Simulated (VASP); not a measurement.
# C in VASP: notebook

The runs below take C through single point, with PBE+D3(BJ).

Everything below comes from runs of VASP 6.6.1. Logs are shortened: lines on timing, memory, paths and dates and some standing lists are left out, and cuts for length are marked.

## Step 1: The cell of the first run

The cell holds a slab with vacuum, 4 atoms: a = 2.466 Å, b = 2.466 Å, c = 17.500 Å, α = 90.00°, β = 90.00°, γ = 120.00°.

## Step 2: Single point, PBE+D3(BJ)

INCAR reads:

```
SYSTEM = C
ALGO = Normal
DIPOL = 0.5 0.5 0.352
EDIFF = 1E-6
ENCUT = 520
GGA = PE
IDIPOL = 3
ISIF = 2
ISMEAR = 0
IVDW = 12
LASPH = .TRUE.
LCHARG = .FALSE.
LDIPOL = .TRUE.
LREAL = .FALSE.
LWAVE = .FALSE.
NBANDS = 16
NELM = 60
PREC = Accurate
SIGMA = 0.1
```

KPOINTS reads:

```
k-points
0
G
  15 15 1
  0 0 0
```

POSCAR reads:

```
C
1.0
    2.4657005714      0.0000000000      0.0000000000
   -1.2328502857      2.1353593330      0.0000000000
    0.0000000000      0.0000000000     17.5000000000
C
4
Direct
    0.3333333333      0.6666666667      0.2571428571
    0.6666666667      0.3333333333      0.2571428571
    0.6666666667      1.3333333333      0.4462857143
    1.0000000000      1.0000000000      0.4462857143
```

Potentials or basis: VASP PAW PBE potentials, release 64 (C).

On the command line:

```bash
$ cat potpaw_PBE.64/C/POTCAR > POTCAR
$ mpirun -np 1 vasp_std > vasp.out
```

OUTCAR:

```text
SYSTEM = C
   EDIFF = 1E-6
   ENCUT = 520
   GGA = PE
   ISIF = 2
   ISMEAR = 0
   IVDW = 12
   LASPH = .TRUE.
   LREAL = .FALSE.
   NELM = 60
   PREC = Accurate
 IVDW          = 12

 ion  position               nearest neighbor table
   1  0.333  0.667  0.257-   2 1.42   2 1.42   2 1.42
   2  0.667  0.333  0.257-   1 1.42   1 1.42   1 1.42
   3  0.667  0.333  0.446-   4 1.42   4 1.42   4 1.42
   4  0.000  0.000  0.446-   3 1.42   3 1.42   3 1.42

  LATTYP: Found a hexagonal cell.
 ALAT       =     2.4657005714
 C/A-ratio  =     7.0973743540

  Lattice vectors:

 A1 = (   2.4657005714,   0.0000000000,   0.0000000000)
 A2 = (  -1.2328502857,   2.1353593330,   0.0000000000)
 A3 = (   0.0000000000,   0.0000000000,  17.5000000000)

Analysis of symmetry for initial positions (statically):
=====================================================================
 Subroutine PRICEL returns:
 Original cell was already a primitive cell.

 Routine SETGRP: Setting up the symmetry group for a
 hexagonal supercell.

 Subroutine GETGRP returns: Found 12 space group operations
 (whereof  6 operations were pure point group operations)
 out of a pool of 24 trial point group operations.

The static configuration has the point symmetry C_3v.
 The point group associated with its full space group is D_3d.

Analysis of symmetry for dynamics (positions and initial velocities):
=====================================================================
 Subroutine PRICEL returns:
 Original cell was already a primitive cell.

 Routine SETGRP: Setting up the symmetry group for a
 hexagonal supercell.

 Subroutine GETGRP returns: Found 12 space group operations
 (whereof  6 operations were pure point group operations)
 out of a pool of 24 trial point group operations.

The dynamic configuration has the point symmetry C_3v.
 The point group associated with its full space group is D_3d.

 Subroutine INISYM returns: Found 12 space group operations
 (whereof  6 operations are pure point group operations),
 and found     1 'primitive' translations

----------------------------------------------------------------------------------------

                                     Primitive cell

  volume of cell :      92.1402

  direct lattice vectors                    reciprocal lattice vectors
     2.465700571  0.000000000  0.000000000     0.405564249  0.234152628  0.000000000
    -1.232850286  2.135359333  0.000000000     0.000000000  0.468305256  0.000000000
     0.000000000  0.000000000 17.500000000     0.000000000  0.000000000  0.057142857

  length of vectors
     2.465700571  2.465700571 17.500000000     0.468305256  0.468305256  0.057142857

  position of ions in fractional coordinates (direct lattice)
     0.333333333  0.666666667  0.257142857
     0.666666667  0.333333333  0.257142857
     0.666666667  0.333333333  0.446285714
     0.000000000  0.000000000  0.446285714

  ion indices of the primitive-cell ions
   primitive index   ion index
                 1           1
                 2           2
                 3           3
                 4           4

----------------------------------------------------------------------------------------

 KPOINTS: k-points

Automatic generation of k-mesh.
 Grid dimensions read from file:
 generate k-points for:   15   15    1

 Generating k-lattice:

  Cartesian coordinates                     Fractional coordinates (reciprocal lattice)
     0.027037617  0.015610175  0.000000000     0.066666667  0.000000000  0.000000000
     0.000000000  0.031220350  0.000000000     0.000000000  0.066666667  0.000000000
     0.000000000  0.000000000  0.057142857     0.000000000  0.000000000  1.000000000

  Length of vectors
     0.031220350  0.031220350  0.057142857

  Shift w.r.t. Gamma in fractional coordinates (k-lattice)
     0.000000000  0.000000000  0.000000000

 Subroutine IBZKPT returns following result:
 ===========================================

 Found     27 irreducible k-points:

 Following reciprocal coordinates:
            Coordinates               Weight
  0.000000  0.000000  0.000000      1.000000
  0.066667  0.000000  0.000000      6.000000
  0.133333  0.000000  0.000000      6.000000
  0.200000  0.000000  0.000000      6.000000
  0.266667  0.000000  0.000000      6.000000
  0.333333  0.000000  0.000000      6.000000
[... 16 lines left out ...]
  0.333333  0.200000  0.000000     12.000000
  0.400000  0.200000  0.000000      6.000000
 [... further k-points ...]
   k-points           NKPTS =     27   k-points in BZ     NKDIM =     27   number of bands    NBANDS=     16
   number of dos      NEDOS =    301   number of ions     NIONS =      4
   total plane-waves  NPLWV =  45360
   dimension x,y,z NGX =    18 NGY =   18 NGZ =  140
   dimension x,y,z NGXF=    36 NGYF=   36 NGZF=  280
   ions per type =               4
   NGX,Y,Z   is equivalent  to a cutoff of  12.14, 12.14, 13.30 a.u.
   NGXF,Y,Z  is equivalent  to a cutoff of  24.27, 24.27, 26.60 a.u.
 SYSTEM =  C
   PREC   = accura    normal or accurate (medium, high low for compatibility)
   ISTART =      0    job   : 0-new  1-cont  2-samecut
   ICHARG =      2    charge: 1-file 2-atom 10-const
   ISPIN  =      1    spin polarized calculation?
   LNONCOLLINEAR =      F non collinear calculations
   LSORBIT =      F    spin-orbit coupling
   LASPH  =      T    aspherical Exc in radial PAW
   ENCUT  =  520.0 eV  38.22 Ry    6.18 a.u.   4.58  4.58 32.54*2*pi/ulx,y,z
   NELM   =     60;   NELMIN=  2; NELMDL= -5     # of ELM steps
   EDIFF  = 0.1E-05   stopping-criterion for ELM
   LREAL  =      F    real-space projection
   EDIFFG = 0.1E-04   stopping-criterion for IOM
   NSW    =      0    number of steps for IOM
   IBRION =     -1    ionic relax: 0-MD 1-quasi-New 2-CG
   NFREE  =      0    steps in history (QN), initial steepest desc. (CG)
   ISIF   =      2    stress and relaxation
   ISYM   =      2    0-nonsym 1-usesym 2-fastsym
   POTIM  = 0.5000    time-step for ionic-motion
   TEBEG  =    0.0;   TEEND  =   0.0 temperature during run
   PSTRESS=    0.0 pullay stress
   NELECT =      16.0000    total number of electrons
   NUPDOWN=      -1.0000    fix difference up-down
   EMIN   =  10.00;   EMAX   =-10.00  energy-range for DOS
   EFERMI =   0.00;   METHOD = LEGACY
   ISMEAR =     0;   SIGMA  =   0.10  broadening in eV -4-tet -1-fermi 0-gaus
   EFERMI_NEDOS =   21; number of points for ismear=-14 and -15
   IALGO  =     38    algorithm
   IMIX   =      4    mixing-type and parameters
     AMIX     =   0.40;   BMIX     =  1.00
     AMIX_MAG =   1.60;   BMIX_MAG =  1.00
  volume/ion in A,a.u.               =      23.04       155.45
  Fermi-wavevector in a.u.,A,eV,Ry     =   0.913338  1.725959 11.349803  0.834187
  Thomas-Fermi vector in A             =   2.037838
   LORBIT       =      0    0 simple, 1 ext, 2 COOP (PROOUT), +10 PAW based schemes
   GGA     = PE    functional components
   LHFCALC =     F    Hartree Fock is set to
   AEXX    =    0.0000 exact exchange contribution
   IVDW    =    12    specifies the selected vdW correction
   LEPSILON=     F    determine dielectric tensor
   LRPA    =     F    only Hartree local field effects (RPA)
 non-spin polarized calculation
 Gauss-broadening in eV      SIGMA  =   0.10
  energy-cutoff  :      520.00
  volume of cell :       92.14
 maximum number of plane-waves:      2521
   NGX =  9   NGY =  9   NGZ = 65

 dipolmoment           0.000000      0.000000      0.000224 electrons x Angstroem

 number of electron      15.9999998 magnetization

 dipolmoment           0.000000      0.000000     -0.000001 electrons x Angstroem

 Free energy of the ion-electron system (eV)
  ---------------------------------------------------
  ext. energy  EPLUGINS =         0.00000000
  ---------------------------------------------------
  free energy    TOTEN  =       -36.86716374 eV

  energy without entropy =      -36.86616073  energy(sigma->0) =      -36.86666224

 E-fermi :  -0.8455     XC(G=0):  -4.4237

 val. band max:       -0.8455497217   @ k =   0.3333   0.3333   0.0000
 cond. band min:      -0.8455457917   @ k =   0.3333   0.3333   0.0000
 fundamental gap:      0.0000039301
 Fermi energy:        -0.8455477351

 k-point     1 :       0.0000    0.0000    0.0000
  band No.  band energies     occupation
      1     -20.4366      2.00000
      2     -20.2694      2.00000
      3      -8.9561      2.00000
      4      -7.9150      2.00000
      5      -3.8735      2.00000
      6      -3.8735      2.00000
[... 8 lines left out ...]
     15       7.4691      0.00000
     16       7.4986      0.00000

 k-point     2 :       0.0667    0.0000    0.0000
  band No.  band energies     occupation
      1     -20.3309      2.00000
      2     -20.1649      2.00000
      3      -8.8289      2.00000
      4      -7.7919      2.00000
      5      -4.3010      2.00000
      6      -4.2845      2.00000
[... 8 lines left out ...]
     15       7.5593      0.00000
     16       7.9200      0.00000

 k-point     3 :       0.1333    0.0000    0.0000
  band No.  band energies     occupation
      1     -20.0149      2.00000
      2     -19.8519      2.00000
      3      -8.4490      2.00000
      4      -7.4251      2.00000
      5      -5.4351      2.00000
      6      -5.4060      2.00000
[... 8 lines left out ...]
     15       7.6074      0.00000
     16       8.9636      0.00000

 k-point     4 :       0.2000    0.0000    0.0000
  band No.  band energies     occupation
      1     -19.4905      2.00000
      2     -19.3328      2.00000
      3      -7.8227      2.00000
      4      -6.9896      2.00000
      5      -6.9457      2.00000
      6      -6.8219      2.00000
[... 8 lines left out ...]
     15       7.4850      0.00000
     16       7.6693      0.00000

 k-point     5 :       0.2667    0.0000    0.0000
  band No.  band energies     occupation
      1     -18.7623      2.00000
      2     -18.6118      2.00000
      3      -8.7285      2.00000
      4      -8.6685      2.00000
      5      -6.9633      2.00000
      6      -6.0559      2.00000
[... 8 lines left out ...]
     15       7.2028      0.00000
     16       7.9967      0.00000

 k-point     6 :       0.3333    0.0000    0.0000
  band No.  band energies     occupation
      1     -17.8378      2.00000
      2     -17.6965      2.00000
      3     -10.4997      2.00000
      4     -10.4245      2.00000
      5      -6.6265      2.00000
      6      -6.5966      2.00000
[... 8 lines left out ...]
     15       7.5659      0.00000
     16       9.2520      0.00000
[... 267 lines left out ...]
 k-point    21 :       0.2000    0.2000    0.0000
  band No.  band energies     occupation
      1     -17.6361      2.00000
      2     -17.4968      2.00000
      3      -9.7891      2.00000
      4      -9.7532      2.00000
      5      -8.3068      2.00000
      6      -8.2801      2.00000
[... 8 lines left out ...]
     15       9.4445      0.00000
     16       9.9529      0.00000

 k-point    22 :       0.2667    0.2000    0.0000
  band No.  band energies     occupation
      1     -16.6357      2.00000
      2     -16.5068      2.00000
      3     -11.0824      2.00000
      4     -11.0231      2.00000
      5      -9.1338      2.00000
      6      -9.0905      2.00000
[... 8 lines left out ...]
     15      10.1093      0.00000
     16      10.5053      0.00000

 k-point    23 :       0.3333    0.2000    0.0000
  band No.  band energies     occupation
      1     -15.4852      2.00000
      2     -15.3707      2.00000
      3     -12.5156      2.00000
      4     -12.4357      2.00000
      5      -9.5663      2.00000
      6      -9.5112      2.00000
[... 8 lines left out ...]
     15      10.6061      0.00000
     16      11.1202      0.00000

 k-point    24 :       0.4000    0.2000    0.0000
  band No.  band energies     occupation
      1     -14.5329      2.00000
      2     -14.4733      2.00000
      3     -13.5286      2.00000
      4     -13.4907      2.00000
      5      -9.7005      2.00000
      6      -9.6424      2.00000
[... 8 lines left out ...]
     15      11.1070      0.00000
     16      11.2376      0.00000

 [... further k-points ...]

------------------------ aborting loop because EDIFF is reached ----------------------------------------

 vacuum level on the upper side and lower side of the slab       (xc-potential included)        -0.136        -0.137

 Edisp (eV)   -0.48402

 E8    (eV) :    -0.1449

  FORCE on cell =-STRESS in cart. coord.  units (eV):
  Direction    XX          YY          ZZ          XY          YZ          ZX
  --------------------------------------------------------------------------------------
  -------------------------------------------------------------------------------------
  Total       0.10698     0.10698     0.07821     0.00000     0.00000    -0.00000
  in kB       1.86015     1.86015     1.35997     0.00000     0.00000    -0.00000
  external pressure =        1.69 kB  Pullay stress =        0.00 kB

 VOLUME and BASIS-vectors are now :
 -----------------------------------------------------------------------------
  energy-cutoff  :      520.00
  volume of cell :       92.14
      direct lattice vectors                 reciprocal lattice vectors
     2.465700571  0.000000000  0.000000000     0.405564249  0.234152628  0.000000000
    -1.232850286  2.135359333  0.000000000     0.000000000  0.468305256  0.000000000
     0.000000000  0.000000000 17.500000000     0.000000000  0.000000000  0.057142857

 POSITION                                       TOTAL-FORCE (eV/Angst)
 -----------------------------------------------------------------------------------
     -0.00000      1.42357      4.50000        -0.000000      0.000000     -0.027313
      1.23285      0.71179      4.50000        -0.000000      0.000000     -0.004039
      1.23285      0.71179      7.81000         0.000000      0.000000      0.004039
      0.00000      0.00000      7.81000         0.000000     -0.000000      0.027313
 -----------------------------------------------------------------------------------
    total drift:                               -0.000000      0.000000     -0.000021

  FREE ENERGIE OF THE ION-ELECTRON SYSTEM (eV)
  ---------------------------------------------------
  free  energy   TOTEN  =       -37.3511794032 eV

  energy  without entropy=      -37.3501763973  energy(sigma->0) =      -37.35067790

 vacuum level on the upper side and lower side of the slab         3.361         3.360
```

Run time: 36 s. Hardware: 1 thread of Intel Xeon 6975P-C (Granite Rapids), shared host; peak memory 0.2 GiB.

Results:

```
Free energy                : -37.3512 eV
Largest force              : 0.027 eV/Å
Band gap on the k mesh     : zero (filled and empty bands touch)
Dispersion energy per atom : -0.121 eV
```

Forces on the atoms (eV/Å):
```
C    0.000  0.000 -0.027
C    0.000  0.000 -0.004
C    0.000  0.000  0.004
C    0.000  0.000  0.027
```

## Step 3: Single point, PBE+D3(BJ)

INCAR reads:

```
ALGO     = Normal         # electronic algorithm
DIPOL    = 0.5 0.5 0.352
EDIFF    = 1E-6           # SCF threshold, eV
ENCUT    = 520            # plane-wave cutoff, eV
GGA      = PE             # functional
IDIPOL   = 3            
ISIF     = 2              # what is computed and relaxed
ISMEAR   = 0              # smearing method
IVDW     = 12             # dispersion correction
LASPH    = True           # aspherical terms in the spheres
LCHARG   = False          # write CHGCAR
LDIPOL   = True         
LREAL    = False          # projectors in reciprocal space
LWAVE    = False          # write WAVECAR
NBANDS   = 16             # bands
NELM     = 80             # most SCF steps
PREC     = Accurate       # precision mode
SIGMA    = 0.1            # smearing width, eV
```

KPOINTS reads:

```
k-points
0
Gamma
  15 15 1
```

POSCAR is that of step 2.

Potentials or basis: VASP PAW PBE potentials, release 64 (C).

On the command line:

```bash
$ cat potpaw_PBE.64/C/POTCAR > POTCAR
$ mpirun -np 1 vasp_std > vasp.out
```

Run time: 34 s. Hardware: 1 thread of Intel Xeon 6975P-C (Granite Rapids), shared host; peak memory 0.2 GiB.

Results (log left out):

```yaml
Free_energy: -37.3512 eV
Largest_force: 0.027 eV/Å
Band_gap_on_the_k_mesh: zero (filled and empty bands touch)
Dispersion_energy_per_atom: -0.121 eV
```

Forces in eV/Å, atoms in the order of the input:
```
C    0.000  0.000 -0.027
C    0.000  0.000 -0.004
C    0.000  0.000  0.004
C    0.000  0.000  0.027
```

Levels at points of the mesh, in eV from the Fermi level:
```
           k point  band 6  band 7  band 8  band 9  band 10  band 11
(0.00, 0.00, 0.00)   -3.03   -3.02   -3.02    3.44     3.88     4.80
```
